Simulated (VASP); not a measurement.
Here is a VASP 6.6.1 calculation.

The input INCAR:

```
SYSTEM = Pr2SbSe2
ALGO = Normal ; EDIFF = 1E-6
ENCUT = 500 ; GGA = PE
GGA_COMPAT = .False. ; ISIF = 2
ISMEAR = 0 ; LASPH = .True.
LCHARG = .False. ; LMAXMIX = 6
LREAL = .False. ; LWAVE = .False.
NBANDS = 28 ; NELM = 200
PREC = Accurate ; SIGMA = 0.1
```

File KPOINTS:

```
k-points
0
Gamma
  10 10 4
  0 0 0
```

File POSCAR:

```
Pr2SbSe2
1.0
    3.7734855465      0.0000000000      0.0000000000
    0.0000000000      3.7734855465      0.0000000000
    0.0000000000      0.0000000000     12.3867463840
Pr Sb Se
2 1 2
Direct
    0.5000000000      0.5000000000      0.8004937864
    0.5000000000      0.5000000000      0.1995062136
    0.0000000000      0.0000000000      0.0000000000
    0.0000000000      0.0000000000      0.3041382952
    0.0000000000      0.0000000000      0.6958617048
```

Potentials or basis: VASP PAW PBE potentials, release 64 (Pr_3, Sb, Se), 4f in core.

Run with:

```bash
$ cat potpaw_PBE.64/Pr_3/POTCAR potpaw_PBE.64/Sb/POTCAR potpaw_PBE.64/Se/POTCAR > POTCAR
$ mpirun -np 1 vasp_std > vasp.out
```

(1) Estimate the largest force.

(2) Predict the pressure.

Results:

(1) 0.018 eV/Å.

(2) 0.1 GPa.

Caveat: this functional lacks dispersion, which binds the layers, so the pressure and a relaxed spacing across them are unreliable; the run has no spin polarisation, though such a crystal can be magnetic.
